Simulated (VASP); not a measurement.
# Zr3O (P6_322) in VASP: further runs, part 2 of 2

VASP 6.6.1.

### 4 Single point, PBEsol

This run uses another cell than the first one, of the same volume but with other edges.

Input file INCAR:

```
ALGO = Normal
EDIFF = 1E-6
ENCUT = 520
GGA = PS
ISIF = 2
ISMEAR = 0
LASPH = T
LCHARG = F
LREAL = F
LWAVE = F
NBANDS = 52
NELM = 100
PREC = Accurate
SIGMA = 0.15
```

Input file KPOINTS:

```
k-points
0
Gamma
  9 9 8
```

Input file POSCAR:

```
Zr3O
1.0
    5.3613299101      0.0000000000      0.0000000000
   -2.6806649551      4.6430479003      0.0000000000
    0.0000000000      0.0000000000      5.5934754953
Zr O
6 2
Direct
    0.3461873000      0.0000000000      0.0000000000
    0.3461873000      0.3461873000      0.5000000000
    0.0000000000      0.3461873000      0.0000000000
    0.6538127000      0.0000000000      0.5000000000
    0.6538127000      0.6538127000      0.0000000000
    0.0000000000      0.6538127000      0.5000000000
    0.3333333333      0.6666666667      0.2500000000
    0.6666666667      0.3333333333      0.7500000000
```

Potentials or basis: VASP PAW PBE potentials, release 64 (Zr_sv, O).

Launch:

```
> cat potpaw_PBE.64/Zr_sv/POTCAR potpaw_PBE.64/O/POTCAR > POTCAR
> mpirun -np 1 vasp_std > vasp.out
```

OUTCAR:

```text
EDIFF = 1E-6
   ENCUT = 520
   GGA = PS
   ISIF = 2
   ISMEAR = 0
   LASPH = T
   LREAL = F
   NELM = 100
   PREC = Accurate

 ion  position               nearest neighbor table
   1  0.346  0.000  0.000-   7 2.24   8 2.24   3 3.04   5 3.04   3 3.04   5 3.04   5 3.21   3 3.21
                             4 3.25   4 3.25   6 3.36   6 3.36   2 3.36   2 3.36
   2  0.346  0.346  0.500-   8 2.24   7 2.24   6 3.04   6 3.04   4 3.04   4 3.04   4 3.21   6 3.21
                             5 3.25   5 3.25   3 3.36   3 3.36   1 3.36   1 3.36
   3  0.000  0.346  0.000-   8 2.24   7 2.24   5 3.04   1 3.04   5 3.04   1 3.04   1 3.21   5 3.21
                             6 3.25   6 3.25   2 3.36   2 3.36   4 3.36   4 3.36
   4  0.654  0.000  0.500-   8 2.24   7 2.24   6 3.04   2 3.04   6 3.04   2 3.04   2 3.21   6 3.21
                             1 3.25   1 3.25   3 3.36   3 3.36   5 3.36   5 3.36
   5  0.654  0.654  0.000-   7 2.24   8 2.24   3 3.04   3 3.04   1 3.04   1 3.04   1 3.21   3 3.21
                             2 3.25   2 3.25   6 3.36   6 3.36   4 3.36   4 3.36
   6  0.000  0.654  0.500-   7 2.24   8 2.24   2 3.04   4 3.04   2 3.04   4 3.04   4 3.21   2 3.21
                             3 3.25   3 3.25   5 3.36   5 3.36   1 3.36   1 3.36
   7  0.333  0.667  0.250-   6 2.24   1 2.24   3 2.24   4 2.24   5 2.24   2 2.24
   8  0.667  0.333  0.750-   3 2.24   4 2.24   6 2.24   1 2.24   2 2.24   5 2.24

  LATTYP: Found a hexagonal cell.
 ALAT       =     5.3613299101
 C/A-ratio  =     1.0433000000

  Lattice vectors:

 A1 = (   5.3613299101,   0.0000000000,   0.0000000000)
 A2 = (  -2.6806649551,   4.6430479003,   0.0000000000)
 A3 = (   0.0000000000,   0.0000000000,   5.5934754953)

Analysis of symmetry for initial positions (statically):
=====================================================================
 Subroutine PRICEL returns:
 Original cell was already a primitive cell.

 Routine SETGRP: Setting up the symmetry group for a
 hexagonal supercell.

 Subroutine GETGRP returns: Found 12 space group operations
 (whereof  6 operations were pure point group operations)
 out of a pool of 24 trial point group operations.

The static configuration has the point symmetry D_3 .
 The point group associated with its full space group is D_6 .
[... 155 lines left out ...]
   LEPSILON=     F    determine dielectric tensor
   LRPA    =     F    only Hartree local field effects (RPA)
 non-spin polarized calculation
 Gauss-broadening in eV      SIGMA  =   0.15
  energy-cutoff  :      520.00
  volume of cell :      139.24
 maximum number of plane-waves:      3783
 NGX is ok and might be reduce to    40

 number of electron      83.9999992 magnetization

 Free energy of the ion-electron system (eV)
  ---------------------------------------------------
  ext. energy  EPLUGINS =         0.00000000
  ---------------------------------------------------
  free energy    TOTEN  =       -76.13967552 eV

  energy without entropy =      -76.06548491  energy(sigma->0) =      -76.10258022

 E-fermi :   9.7711     XC(G=0): -11.7603

 val. band max:        9.7704225079   @ k =   0.1111   0.0000   0.3750
 cond. band min:       9.7869481950   @ k =   0.3333   0.0000   0.3750
 fundamental gap:      0.0165256871
 Fermi energy:         9.7711273764

 k-point     1 :       0.0000    0.0000    0.0000
  band No.  band energies     occupation
      1     -38.9455      2.00000
      2     -38.8396      2.00000
      3     -38.7245      2.00000
      4     -38.7245      2.00000
      5     -38.7084      2.00000
      6     -38.7084      2.00000
[... 1309 lines left out ...]
     51      13.0254      0.00000
     52      13.2672      0.00000

 [... further k-points ...]

------------------------ aborting loop because EDIFF is reached ----------------------------------------

  FORCE on cell =-STRESS in cart. coord.  units (eV):
  Direction    XX          YY          ZZ          XY          YZ          ZX
  --------------------------------------------------------------------------------------
  -------------------------------------------------------------------------------------
  Total        5.1297580      5.1297580     -6.1170188     -0.0000000      0.0000000     -0.0000000
  in kB       59.0269066     59.0269066    -70.3870820     -0.0000000      0.0000000     -0.0000000
  external PRESSURE =      15.8889104 kB  Pullay stress =       0.0000000 kB

 VOLUME and BASIS-vectors are now :
 -----------------------------------------------------------------------------
  energy-cutoff  :      520.00
  volume of cell :      139.24
      direct lattice vectors                 reciprocal lattice vectors
     5.361329910  0.000000000  0.000000000     0.186520885  0.107687883  0.000000000
    -2.680664955  4.643047900  0.000000000     0.000000000  0.215375766  0.000000000
     0.000000000  0.000000000  5.593475495     0.000000000  0.000000000  0.178779723

 POSITION                                       TOTAL-FORCE (eV/Angst)
 -----------------------------------------------------------------------------------
      1.85602      0.00000      0.00000        -0.522207     -0.000000      0.000000
      0.92801      1.60736      2.79674        -0.261104     -0.452245      0.000000
     -0.92801      1.60736      0.00000         0.261104     -0.452245     -0.000000
      3.50531      0.00000      2.79674         0.522207     -0.000000     -0.000000
      1.75265      3.03568      0.00000         0.261104      0.452245      0.000000
     -1.75265      3.03568      2.79674        -0.261104      0.452245      0.000000
     -0.00000      3.09537      1.39837         0.000000     -0.000000     -0.000000
      2.68066      1.54768      4.19511         0.000000     -0.000000      0.000000
 -----------------------------------------------------------------------------------
    total drift:                               -0.000001     -0.000001      0.000000

  FREE ENERGIE OF THE ION-ELECTRON SYSTEM (eV)
  ---------------------------------------------------
  free  energy   TOTEN  =       -76.1396755229 eV

  energy  without entropy=      -76.0654849122  energy(sigma->0) =      -76.10258022
```

OSZICAR:

```text
N       E                     dE             d eps       ncg     rms          rms(c)
DAV:   1     0.923735322375E+03    0.92374E+03   -0.45621E+04  6248   0.164E+03
DAV:   2     0.552193305753E+01   -0.91821E+03   -0.89776E+03  7088   0.494E+02
DAV:   3    -0.746715464688E+02   -0.80193E+02   -0.78482E+02  9488   0.117E+02
DAV:   4    -0.811209043418E+02   -0.64494E+01   -0.64112E+01  9464   0.288E+01
DAV:   5    -0.815024553445E+02   -0.38155E+00   -0.38134E+00  8500   0.532E+00    0.362E+01
DAV:   6    -0.764959940674E+02    0.50065E+01   -0.24501E+01  8180   0.209E+01    0.164E+01
DAV:   7    -0.761577706985E+02    0.33822E+00   -0.36187E+00  7904   0.723E+00    0.614E+00
DAV:   8    -0.761360400788E+02    0.21731E-01   -0.34644E-01  8196   0.256E+00    0.134E+00
DAV:   9    -0.761405768744E+02   -0.45368E-02   -0.67431E-02  8272   0.128E+00    0.404E-01
DAV:  10    -0.761397239241E+02    0.85295E-03   -0.11152E-02  8332   0.417E-01    0.607E-02
DAV:  11    -0.761396820798E+02    0.41844E-04   -0.41900E-04  7816   0.103E-01    0.350E-02
DAV:  12    -0.761396758390E+02    0.62408E-05   -0.12998E-04  8956   0.482E-02    0.684E-03
DAV:  13    -0.761396760018E+02   -0.16276E-06   -0.11028E-05  6624   0.125E-02    0.285E-03
DAV:  14    -0.761396755229E+02    0.47885E-06   -0.57598E-07  3964   0.372E-03
   1 F= -.76139676E+02 E0= -.76102580E+02  d E =-.741906E-01
```

stdout:

```text
POSCAR found type information on POSCAR ZrO
 POSCAR found :  2 types and       8 ions
 scaLAPACK will be used
 -----------------------------------------------------------------------------
|                                                                             |
|                                                                             |
|     You enforced a specific xc type in the INCAR file but a different       |
|     I HOPE YOU KNOW WHAT YOU ARE DOING!                                     |
|                                                                             |
 -----------------------------------------------------------------------------

 LDA part: xc-table for (Slater+PW92), standard interpolation
 POSCAR, INCAR and KPOINTS ok, starting setup
 FFT: planning ... GRIDC
 FFT: planning ... GRID_SOFT
 FFT: planning ... GRID
 WAVECAR not read
 entering main loop
```

Run time: 6 min. Hardware: 1 thread of Intel Xeon Platinum 8488C (Sapphire Rapids), shared host; peak memory 0.44 GiB.

Results:

- Free energy: -76.1397 eV
- Pressure: 1.6 GPa
- Largest force: 0.522 eV/Å
- Band gap on the k mesh: zero (bands 42 and 43 overlap by 0.06 eV)

Forces on the atoms (eV/Å):
```
Zr  -0.522  0.000  0.000
Zr  -0.261 -0.452  0.000
Zr   0.261 -0.452  0.000
Zr   0.522  0.000  0.000
Zr   0.261  0.452  0.000
Zr  -0.261  0.452  0.000
O    0.000  0.000  0.000
O    0.000  0.000  0.000
```

Stress tensor (GPa, compression positive):
```
 5.90  0.00  0.00
 0.00  5.90  0.00
 0.00  0.00 -7.04
```

Levels at points of the mesh, in eV from the Fermi level:
| k point | band 39 | band 40 | band 41 | band 42 | band 43 | band 44 | band 45 | band 46 |
| --- | --- | --- | --- | --- | --- | --- | --- | --- |
| (0.00, 0.00, 0.00) | -0.70 | -0.70 | -0.34 | -0.18 | 0.76 | 0.76 | 0.84 | 0.84 |
| (0.00, 0.00, 0.50) | -0.53 | -0.53 | -0.15 | -0.15 | 0.21 | 0.21 | 0.41 | 0.41 |

Caveat: the stress differs along the axes, from -7 to 6 GPa; the PAW data sets were made with another functional, which shifts forces and pressure a little.

### 5 Single point, PBEsol

Input file INCAR:

```
  PREC = Accurate
  ENCUT = 520
  EDIFF = 1E-6
  ISMEAR = 0
  SIGMA = 0.15
  LREAL = False
  LASPH = True
  NELM = 80
  ALGO = Normal
  ISIF = 2
  LWAVE = False
  LCHARG = False
  GGA = PS
  NBANDS = 52
```

Input file KPOINTS:

```
Automatic mesh
0
Gamma
  9 9 8
```

POSCAR, as its differences from that of step 4:

```diff
@@ -2,5 +2,5 @@
 1.0
-    5.3613299101      0.0000000000      0.0000000000
-   -2.6806649551      4.6430479003      0.0000000000
-    0.0000000000      0.0000000000      5.5934754953
+    5.4682318713      0.0000000000      0.0000000000
+   -2.7341159356      4.7356277143      0.0000000000
+    0.0000000000      0.0000000000      5.3769123990
 Zr O
```

Potentials or basis: VASP PAW PBE potentials, release 64 (Zr_sv, O).

Launch:

```
> cat potpaw_PBE.64/Zr_sv/POTCAR potpaw_PBE.64/O/POTCAR > POTCAR
> mpirun -np 1 vasp_std > vasp.out
```

OUTCAR:

```text
PREC = Accurate
   ENCUT = 520
   EDIFF = 1E-6
   ISMEAR = 0
   LREAL = False
   LASPH = True
   NELM = 80
   ISIF = 2
   GGA = PS

 ion  position               nearest neighbor table
   1  0.346  0.000  0.000-   7 2.24   8 2.24   5 3.10   5 3.10   3 3.10   3 3.10   4 3.17   4 3.17
                             3 3.28   5 3.28   2 3.29   2 3.29   6 3.29   6 3.29
   2  0.346  0.346  0.500-   7 2.24   8 2.24   4 3.10   4 3.10   6 3.10   6 3.10   5 3.17   5 3.17
                             6 3.28   4 3.28   1 3.29   1 3.29   3 3.29   3 3.29
   3  0.000  0.346  0.000-   8 2.24   7 2.24   1 3.10   5 3.10   1 3.10   5 3.10   6 3.17   6 3.17
                             5 3.28   1 3.28   4 3.29   4 3.29   2 3.29   2 3.29
   4  0.654  0.000  0.500-   8 2.24   7 2.24   2 3.10   2 3.10   6 3.10   6 3.10   1 3.17   1 3.17
                             6 3.28   2 3.28   5 3.29   5 3.29   3 3.29   3 3.29
   5  0.654  0.654  0.000-   8 2.24   7 2.24   1 3.10   1 3.10   3 3.10   3 3.10   2 3.17   2 3.17
                             3 3.28   1 3.28   4 3.29   4 3.29   6 3.29   6 3.29
   6  0.000  0.654  0.500-   7 2.24   8 2.24   4 3.10   2 3.10   4 3.10   2 3.10   3 3.17   3 3.17
[... 212 lines left out ...]
      1     -38.9508      2.00000
      2     -38.8152      2.00000
      3     -38.7523      2.00000
      4     -38.7523      2.00000
      5     -38.7305      2.00000
      6     -38.7305      2.00000
[... 1309 lines left out ...]
     51      13.0459      0.00000
     52      13.2393      0.00000

 [... further k-points ...]

------------------------ aborting loop because EDIFF is reached ----------------------------------------

  FORCE on cell =-STRESS in cart. coord.  units (eV):
  Direction    XX          YY          ZZ          XY          YZ          ZX
  --------------------------------------------------------------------------------------
  -------------------------------------------------------------------------------------
  Total        3.5299318      3.5299318     -3.3098317      0.0000000      0.0000000      0.0000000
  in kB       40.6180866     40.6180866    -38.0854466      0.0000000      0.0000000      0.0000000
  external PRESSURE =      14.3835755 kB  Pullay stress =       0.0000000 kB

 VOLUME and BASIS-vectors are now :
 -----------------------------------------------------------------------------
  energy-cutoff  :      520.00
  volume of cell :      139.24
      direct lattice vectors                 reciprocal lattice vectors
     5.468231871  0.000000000  0.000000000     0.182874469  0.105582624  0.000000000
    -2.734115936  4.735627714  0.000000000     0.000000000  0.211165248  0.000000000
     0.000000000  0.000000000  5.376912399     0.000000000  0.000000000  0.185980341

 POSITION                                       TOTAL-FORCE (eV/Angst)
 -----------------------------------------------------------------------------------
      1.89303      0.00000      0.00000        -0.544762     -0.000000     -0.000000
      0.94652      1.63941      2.68846        -0.272381     -0.471778      0.000000
     -0.94652      1.63941      0.00000         0.272381     -0.471778      0.000000
      3.57520      0.00000      2.68846         0.544762      0.000000      0.000000
      1.78760      3.09621      0.00000         0.272381      0.471778     -0.000000
     -1.78760      3.09621      2.68846        -0.272381      0.471778     -0.000000
     -0.00000      3.15709      1.34423        -0.000000     -0.000000     -0.000000
      2.73412      1.57854      4.03268        -0.000000      0.000000     -0.000000
 -----------------------------------------------------------------------------------
    total drift:                                0.000001     -0.000001      0.000000

  FREE ENERGIE OF THE ION-ELECTRON SYSTEM (eV)
  ---------------------------------------------------
  free  energy   TOTEN  =       -76.4949436220 eV

  energy  without entropy=      -76.4068506333  energy(sigma->0) =      -76.45089713
```

OSZICAR:

```text
N       E                     dE             d eps       ncg     rms          rms(c)
DAV:   1     0.918962508065E+03    0.91896E+03   -0.45476E+04  6240   0.164E+03
DAV:   2     0.471344506322E+01   -0.91425E+03   -0.89333E+03  7096   0.493E+02
DAV:   3    -0.752338783741E+02   -0.79947E+02   -0.78461E+02  9488   0.117E+02
DAV:   4    -0.816409383508E+02   -0.64071E+01   -0.63730E+01  9520   0.286E+01
DAV:   5    -0.820150378354E+02   -0.37410E+00   -0.37393E+00  8584   0.523E+00    0.361E+01
DAV:   6    -0.768593361465E+02    0.51557E+01   -0.24817E+01  8120   0.211E+01    0.162E+01
DAV:   7    -0.765213552476E+02    0.33798E+00   -0.36959E+00  7968   0.723E+00    0.622E+00
DAV:   8    -0.764926533768E+02    0.28702E-01   -0.31695E-01  7992   0.252E+00    0.130E+00
DAV:   9    -0.764972845267E+02   -0.46311E-02   -0.93129E-02  8104   0.135E+00    0.594E-01
DAV:  10    -0.764949261354E+02    0.23584E-02   -0.23294E-02  8352   0.592E-01    0.805E-02
DAV:  11    -0.764949534460E+02   -0.27311E-04   -0.84595E-04  7656   0.127E-01    0.396E-02
DAV:  12    -0.764949429108E+02    0.10535E-04   -0.18346E-04  9104   0.506E-02    0.878E-03
DAV:  13    -0.764949436220E+02   -0.71123E-06   -0.97760E-06  6592   0.134E-02
   1 F= -.76494944E+02 E0= -.76450897E+02  d E =-.880930E-01
```

stdout:

```text
POSCAR found type information on POSCAR ZrO
 POSCAR found :  2 types and       8 ions
 scaLAPACK will be used
 -----------------------------------------------------------------------------
|                                                                             |
|                                                                             |
|     You enforced a specific xc type in the INCAR file but a different       |
|     I HOPE YOU KNOW WHAT YOU ARE DOING!                                     |
|                                                                             |
 -----------------------------------------------------------------------------

 LDA part: xc-table for (Slater+PW92), standard interpolation
 POSCAR, INCAR and KPOINTS ok, starting setup
 FFT: planning ... GRIDC
 FFT: planning ... GRID_SOFT
 FFT: planning ... GRID
 WAVECAR not read
 entering main loop
```

Run time: 6.4 min. Hardware: 1 thread of Intel Xeon Platinum 8488C (Sapphire Rapids), shared host; peak memory 0.46 GiB.

What came out:

```yaml
Free_energy: -76.4949 eV
Pressure: 1.4 GPa
Largest_force: 0.545 eV/Å
Band_gap_on_the_k_mesh: zero (bands 42 and 43 overlap by 0.23 eV)
```

Forces in eV/Å, atoms in the order of the input:
```
Zr  -0.545  0.000  0.000
Zr  -0.272 -0.472  0.000
Zr   0.272 -0.472  0.000
Zr   0.545  0.000  0.000
Zr   0.272  0.472  0.000
Zr  -0.272  0.472  0.000
O    0.000  0.000  0.000
O    0.000  0.000  0.000
```

Caveat: the stress differs along the axes, from -4 to 4 GPa; the PAW data sets were made with another functional, which shifts forces and pressure a little.

### 6 The runs side by side

```tsv
cell	gap on the mesh (eV)	pressure (GPa)	largest force (eV/Å)
a = 5.468, b = 5.468, c = 5.377 Å, angles 90.0, 90.0, 120.0°, 8 atoms, atomic positions A	none	-1.1	2.44
a = 5.779, b = 5.779, c = 4.815 Å, angles 90.0, 90.0, 120.0°, 8 atoms, atomic positions B	none	6.9	1.64
a = 5.361, b = 5.361, c = 5.593 Å, angles 90.0, 90.0, 120.0°, 8 atoms, atomic positions C	none	1.6	0.52
a = 5.468, b = 5.468, c = 5.377 Å, angles 90.0, 90.0, 120.0°, 8 atoms, atomic positions C	none	1.4	0.54
```

Alike in all rows: task single point; level PBEsol; potentials or basis VASP PAW PBE potentials, release 64 (Zr_sv, O); no spin polarisation; k mesh 9 × 9 × 8; cutoff (eV) 520; smearing gaussian 0.15 eV.

Caveats: the PAW data sets were made with another functional, which shifts forces and pressure a little; the stress differs along the axes, from -5 to 1 GPa (at least some runs); the stress differs along the axes, from 2 to 18 GPa (at least some runs); the stress differs along the axes, from -7 to 6 GPa (at least some runs); the stress differs along the axes, from -4 to 4 GPa (at least some runs).

Total energies depend on the potentials used, so only differences within one code and one set of settings carry meaning.
